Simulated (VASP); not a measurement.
Input of a VASP 6.6.1 run:

The input INCAR:

```
SYSTEM = Mg2CdS3
PREC     = Accurate       ! precision mode
ENCUT    = 520            ! plane-wave cutoff, eV
EDIFF    = 1E-6           ! SCF threshold, eV
ISMEAR   = 0              ! smearing method
SIGMA    = 0.02           ! smearing width, eV
LREAL    = .FALSE.        ! projectors in reciprocal space
LASPH    = .TRUE.         ! aspherical terms in the spheres
NELM     = 60             ! most SCF steps
ALGO     = Normal         ! electronic algorithm
ISIF     = 2              ! what is computed and relaxed
LWAVE    = .FALSE.        ! write WAVECAR
LCHARG   = .TRUE.         ! write CHGCAR
LELF     = .TRUE.         ! ELF
LVHAR    = .TRUE.       
NBANDS   = 26             ! bands
```

File KPOINTS:

```
Automatic mesh
0
G
  12 12 4
  0 0 0
```

Contents of POSCAR:

```
Mg2CdS3
1.0
    3.7640498190      0.0000000000      0.0000000000
   -1.8820249095      3.2597627644      0.0000000000
    0.0000000000      0.0000000000      9.2328715362
Mg Cd S
2 1 3
Direct
    0.3333333333      0.6666666667      0.6620651728
    0.6666666667      0.3333333333      0.3379348272
    0.0000000000      0.0000000000      0.0000000000
    0.0000000000      0.0000000000      0.5000000000
    0.3333333333      0.6666666667      0.1779025314
    0.6666666667      0.3333333333      0.8220974686
```

Potentials or basis: VASP PAW LDA potentials, release 64 (Mg, Cd, S).

Launch:

```bash
$ cat potpaw_LDA.64/Mg/POTCAR potpaw_LDA.64/Cd/POTCAR potpaw_LDA.64/S/POTCAR > POTCAR
$ mpirun -np 1 vasp_std > vasp.out
```

Problem. Estimate the band gap on the k mesh.

Solution. 1.46 eV (least direct gap 2.08 eV).

Problem. Estimate the largest force.

Solution. 0.142 eV/Å.

Problem. Estimate the pressure.

Solution. -5.3 GPa.

Stress tensor (GPa, compression positive):
```
-5.22  0.00  0.00
 0.00 -5.22  0.00
 0.00  0.00 -5.55
```

Caveat: the cell stands under tension. A k mesh can miss the band edges.
